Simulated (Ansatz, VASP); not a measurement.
Two plane-wave programs on K2S

```
CELL_PARAMETERS angstrom
0.00000 3.70272 3.70272
3.70272 0.00000 3.70272
3.70272 3.70272 0.00000
ATOMIC_POSITIONS crystal
K 0.25000 0.25000 0.25000
K 0.75000 0.75000 0.75000
S 0.00000 0.00000 0.00000
```

Alike in both runs: task single point; functional r2SCAN; dispersion D4; k mesh 4 × 4 × 4; no spin polarisation.

|  | VASP | Ansatz |
| --- | --- | --- |
| version | VASP 6.6.1 | Ansatz 0.2.0 |
| potentials or method | VASP PAW PBE potentials, release 64 (K_sv, S) | plane waves |
| plane-wave cutoff (eV) | 550 | 500 |
| occupations | gaussian, width 0.01 eV | fixed |
| valence electrons in the cell | 24 | 24 |

VASP gave:

* gap on the k mesh at the Fermi level (eV): 2.76
* pressure (GPa): -0.2

**Question.** Which values does Ansatz return?

**Answer.** gap on the k mesh at the Fermi level (eV): 2.75; pressure (GPa): -0.2.

VASP's potentials were made for PBE, not for r2SCAN.
